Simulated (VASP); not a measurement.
# AlN (P6_3mc) in VASP: vibrations by perturbation theory with LDA

Aim: the vibrations by perturbation theory of AlN with LDA.

Program: VASP 6.6.1. These are calculated values, not measurements. Logs are shortened: lines on timing, memory, paths and dates and some standing lists are left out, and cuts for length are marked.

**1. The cell of the first run**

Symmetry: P6_3mc, No. 186, hexagonal system. The conventional cell has a = 3.013 Å, b = 3.013 Å, c = 4.787 Å, α = 90.00°, β = 90.00°, γ = 120.00°. Al (site symmetry 3m) has 4 N at 1.83 to 1.84 Å within 2.4 Å. N (site symmetry 3m) has 4 Al at 1.83 to 1.84 Å within 2.4 Å.

**2. Vibrations by perturbation theory, LDA**

Contents of INCAR:

```
ALGO = Normal
EDIFF = 1E-8
ENCUT = 520
GGA = CA
IBRION = 8
ISIF = 2
ISMEAR = 0
LASPH = T
LCHARG = T
LEPSILON = T
LREAL = F
LWAVE = F
NELM = 80
NSW = 1
PREC = Accurate
SIGMA = 0.01
```

Contents of KPOINTS:

```
k-points
0
Gamma
  9 9 6
```

Contents of POSCAR:

```
AlN
1.0
    3.0134563372      0.0000000000      0.0000000000
   -1.5067281686      2.6097297412      0.0000000000
    0.0000000000      0.0000000000      4.7868083640
Al N
2 2
Direct
    0.3333333333      0.6666666667     -0.0011056357
    0.6666666667      0.3333333333      0.4988943643
    0.3333333333      0.6666666667      0.3831056357
    0.6666666667      0.3333333333      0.8831056357
```

Potentials or basis: VASP PAW LDA potentials, release 64 (Al, N).

On the command line:

```sh
cat potpaw_LDA.64/Al/POTCAR potpaw_LDA.64/N/POTCAR > POTCAR
mpirun -np 1 vasp_std > vasp.out
```

OUTCAR:

```text
EDIFF = 1E-8
   ENCUT = 520
   GGA = CA
   IBRION = 8
   ISIF = 2
   ISMEAR = 0
   LASPH = T
   LEPSILON = T
   LREAL = F
   NELM = 80
   NSW = 1
   PREC = Accurate

 ion  position               nearest neighbor table
   1  0.333  0.667  0.999-   4 1.83   4 1.83   4 1.83   3 1.84   2 2.96   2 2.96   2 2.96   2 2.96
                             2 2.96   2 2.96
   2  0.667  0.333  0.499-   3 1.83   3 1.83   3 1.83   4 1.84   1 2.96   1 2.96   1 2.96   1 2.96
                             1 2.96   1 2.96
   3  0.333  0.667  0.383-   2 1.83   2 1.83   2 1.83   1 1.84
   4  0.667  0.333  0.883-   1 1.83   1 1.83   1 1.83   2 1.84

  LATTYP: Found a hexagonal cell.
 ALAT       =     3.0134563372
 C/A-ratio  =     1.5884777572

  Lattice vectors:

 A1 = (   3.0134563372,   0.0000000000,   0.0000000000)
 A2 = (  -1.5067281686,   2.6097297412,   0.0000000000)
 A3 = (   0.0000000000,   0.0000000000,   4.7868083640)

Analysis of symmetry for initial positions (statically):
=====================================================================
 Subroutine PRICEL returns:
 Original cell was already a primitive cell.

 Routine SETGRP: Setting up the symmetry group for a
 hexagonal supercell.

 Subroutine GETGRP returns: Found 12 space group operations
 (whereof  6 operations were pure point group operations)
 out of a pool of 24 trial point group operations.

The static configuration has the point symmetry C_3v.
 The point group associated with its full space group is C_6v.

Analysis of symmetry for dynamics (positions and initial velocities):
=====================================================================
 Subroutine PRICEL returns:
 Original cell was already a primitive cell.

 Routine SETGRP: Setting up the symmetry group for a
 hexagonal supercell.

 Subroutine GETGRP returns: Found 12 space group operations
[... 636 lines left out ...]
 ion    1
    1     2.49579     0.00000     0.00000
    2     0.00000     2.49579     0.00000
    3     0.00000    -0.00000     2.67438
 ion    2
    1     2.49579     0.00000     0.00000
    2     0.00000     2.49579     0.00000
    3     0.00000     0.00000     2.67438
 ion    3
    1    -2.49579     0.00000     0.00000
    2     0.00000    -2.49579    -0.00000
    3     0.00000     0.00000    -2.67438
 ion    4
    1    -2.49579     0.00000     0.00000
    2     0.00000    -2.49579     0.00000
    3     0.00000     0.00000    -2.67438

 INTERNAL STRAIN TENSOR FOR ION    4 for displacements in x,y,z  (eV/Angst):
          X           Y           Z          XY          YZ          ZX
  --------------------------------------------------------------------------------
  x    -0.00000     0.00000     0.00000    15.95072     0.00000     8.21851
  y    15.95072   -15.95072    -0.00000     0.00000     8.20093     0.00000
  z     8.72423     8.72423   -19.45925     0.00000    -0.00000     0.00000

 SECOND DERIVATIVES (NOT SYMMETRIZED)
 ------------------------------------
               1X          1Y          1Z          2X          2Y          2Z          3X          3Y          3Z          4X          4Y          4Z
  1X   -20.926794    0.000000   -0.000000    0.800681    0.000000    0.000000    1.291007   -0.000000    0.000000   18.835106    0.000000   -0.000000
  1Y     0.000000  -20.926794    0.000000   -0.000000    0.800681    0.000000    0.000000    1.291007   -0.000000   -0.000000   18.835106    0.000000
  1Z     0.000000   -0.000000  -25.898455    0.000000   -0.000000    9.491268    0.000000    0.000000    9.728443    0.000000    0.000000    6.678743
  2X     0.800681    0.000000    0.000000  -20.926794    0.000000    0.000000   18.835106    0.000000    0.000000    1.291007   -0.000000    0.000000
  2Y    -0.000000    0.800681    0.000000    0.000000  -20.926794    0.000000   -0.000000   18.835106   -0.000000    0.000000    1.291007    0.000000
  2Z     0.000000    0.000000    9.491268   -0.000000    0.000000  -25.898455    0.000000   -0.000000    6.678743    0.000000    0.000000    9.728443
  3X     1.288756   -0.000000    0.000000   18.833660    0.000000    0.000000  -21.075615    0.000000    0.000000    0.953200    0.000000   -0.000000
  3Y     0.000000    1.288756    0.000000    0.000000   18.833660    0.000000   -0.000000  -21.075615   -0.000000   -0.000000    0.953200    0.000000
  3Z     0.000000    0.000000    9.692592    0.000000   -0.000000    6.709539    0.000000    0.000000  -24.725081   -0.000000    0.000000    8.322950
  4X    18.833660   -0.000000    0.000000    1.288756   -0.000000    0.000000    0.953200    0.000000    0.000000  -21.075615    0.000000    0.000000
  4Y     0.000000   18.833660   -0.000000    0.000000    1.288756    0.000000    0.000000    0.953200   -0.000000    0.000000  -21.075615    0.000000
  4Z    -0.000000    0.000000    6.709539    0.000000    0.000000    9.692592    0.000000   -0.000000    8.322950   -0.000000    0.000000  -24.725081

 Eigenvectors and eigenvalues of the dynamical matrix
 ----------------------------------------------------

   1 f  =   24.132517 THz   151.629074 2PiTHz  804.974110 cm-1    99.804025 meV
             X         Y         Z           dx          dy          dz
     -0.000000  1.739820  4.781516     0.000000    0.000000    0.101383
      1.506728  0.869910  2.388112     0.000000    0.000000   -0.101383
     -0.000000  1.739820  1.833853    -0.000000   -0.000000   -0.699801
      1.506728  0.869910  4.227257    -0.000000   -0.000000    0.699801
[... 71 lines left out ...]
  12 f/i=    0.001524 THz     0.009577 2PiTHz    0.050845 cm-1     0.006304 meV
             X         Y         Z           dx          dy          dz
     -0.000000  1.739820  4.781516     0.000000   -0.000000    0.573713
      1.506728  0.869910  2.388112     0.000000   -0.000000    0.573713
     -0.000000  1.739820  1.833853     0.000000   -0.000000    0.413344
      1.506728  0.869910  4.227257     0.000000   -0.000000    0.413344

--------------------------------------------------------------------------------------------------------

 MACROSCOPIC STATIC DIELECTRIC TENSOR IONIC CONTRIBUTION
 ------------------------------------------------------
           2.975674     0.000000     0.000000
           0.000000     2.975674    -0.000000
           0.000000    -0.000000     4.191499
 ------------------------------------------------------

 ELASTIC MODULI CONTR FROM IONIC RELAXATION (kBar)
 Direction    XX          YY          ZZ          XY          YZ          ZX
 --------------------------------------------------------------------------------
 XX       -1391.2761    599.7419    882.6365     -0.0000     -0.0000     -0.0000
 YY         599.7419  -1391.2761    882.6365      0.0000     -0.0000      0.0000
 ZZ         882.6365    882.6365  -1968.4485      0.0000     -0.0000      0.0000
 XY          -0.0000      0.0000      0.0000   -995.5090     -0.0000     -0.0000
 YZ           0.0000     -0.0000     -0.0000     -0.0000   -266.3677     -0.0000
 ZX          -0.0000      0.0000      0.0000      0.0000     -0.0000   -280.2859
 --------------------------------------------------------------------------------

 PIEZOELECTRIC TENSOR IONIC CONTR  for field in x, y, z        (C/m^2)
          XX          YY          ZZ          XY          YZ          ZX
  --------------------------------------------------------------------------------
  x    -0.00000     0.00000     0.00000     0.00000    -0.00000    -0.85934
  y     0.00000    -0.00000    -0.00000    -0.00000    -0.83773    -0.00000
  z    -1.21193    -1.21193     2.70283    -0.00000     0.00000    -0.00000
```

OSZICAR:

```text
N       E                     dE             d eps       ncg     rms          rms(c)
DAV:   1     0.500598104174E+02    0.50060E+02   -0.79026E+03  1152   0.121E+03
DAV:   2    -0.346656039666E+02   -0.84725E+02   -0.78175E+02  1676   0.222E+02
DAV:   3    -0.381593237123E+02   -0.34937E+01   -0.34783E+01  1504   0.485E+01
DAV:   4    -0.381806803075E+02   -0.21357E-01   -0.21354E-01  1320   0.459E+00
[... 175 lines left out ...]
RMM:  10    -0.253812007969E+00   -0.15680E-06   -0.73752E-08  2717   0.296E-05    0.123E-05
RMM:  11    -0.253812045230E+00   -0.37262E-07   -0.64231E-09  2693   0.102E-05    0.252E-06
RMM:  12    -0.253812031493E+00    0.13737E-07    0.16186E-09  2399   0.446E-06    0.986E-07
RMM:  13    -0.253812027762E+00    0.37316E-08    0.29689E-09  1768   0.151E-06    0.139E-07
 Linear response finished
```

It took 8.2 min on 1 thread of Intel Xeon Platinum 8175M at 2.50GHz (Skylake/Cascade Lake), shared host; peak memory 0.38 GiB.

Results:

* Electronic dielectric tensor (diagonal): 4.27, 4.27, 4.51
* Born charges (mean of the diagonal): Al +2.56; N -2.56 e
* Highest phonon frequency at Γ, LO-TO splitting left out: 805 cm⁻¹

Phonon frequencies in cm⁻¹ (negative: imaginary):
```csv
q point,frequencies
"(0.000, 0.000, 0.000)",0 0 0 238 238 592 696 768 768 770 770 805
```

Electronic dielectric tensor:
```
4.27 0.00 0.00
0.00 4.27 0.00
0.00 0.00 4.51
```

Born effective charge tensors (e):
atom 1, Al
```
2.50 0.00 0.00
0.00 2.50 0.00
0.00 0.00 2.67
```
atom 2, Al
```
2.50 0.00 0.00
0.00 2.50 0.00
0.00 0.00 2.67
```
atom 3, N
```
-2.50  0.00  0.00
 0.00 -2.50  0.00
 0.00  0.00 -2.67
```
atom 4, N
```
-2.50  0.00  0.00
 0.00 -2.50  0.00
 0.00  0.00 -2.67
```

Caveat: the cell stands under pressure or tension, which shifts response properties.
